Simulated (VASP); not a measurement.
Here is a VASP 6.6.1 calculation.

INCAR

```
SYSTEM = Mo2C
PREC = Accurate
ENCUT = 520
EDIFF = 1E-7
ISMEAR = -1
SIGMA = 0.15
LREAL = .FALSE.
LASPH = .TRUE.
NELM = 100
ALGO = Normal
ISIF = 2
LWAVE = .FALSE.
LCHARG = .FALSE.
LDIPOL = .TRUE.
IDIPOL = 3
DIPOL = 0.5 0.5 0.500
GGA = PS
NBANDS = 41
EFIELD = -0.05
```

File KPOINTS:

```
regular mesh
0
G
  6 6 1
  0 0 0
```

Contents of POSCAR:

```
Mo2C
1.0
    3.0560497000      0.0000000000      0.0000000000
   -1.5280248500      2.6466166800      0.0000000000
    0.0000000000      0.0000000000     20.9605837615
Mo C
4 2
Direct
    0.3333333333      0.6666666667      0.3339601645
    0.6666666667      0.3333333333      0.4447217223
    0.3333333333      0.6666666667      0.5552782777
    0.6666666667      0.3333333333      0.6660398355
    0.0000000000      0.0000000000      0.3893409434
    0.0000000000      0.0000000000      0.6106590566
```

Potentials or basis: VASP PAW PBE potentials, release 64 (Mo_sv, C).

The run is started by

```console
$ cat potpaw_PBE.64/Mo_sv/POTCAR potpaw_PBE.64/C/POTCAR > POTCAR
$ mpirun -np 1 vasp_std > vasp.out
```

(1) Predict the largest force.

(2) Predict the band gap on the k mesh.

## Answers

(1) 1.220 eV/Å.

(2) zero (band 32 reaches 3.57 eV, above the bottom of band 33 at 1.99 eV).

Caveat: the k points lie up to 0.40 Å⁻¹ apart; the PAW data sets were made with another functional, which shifts forces and pressure a little.
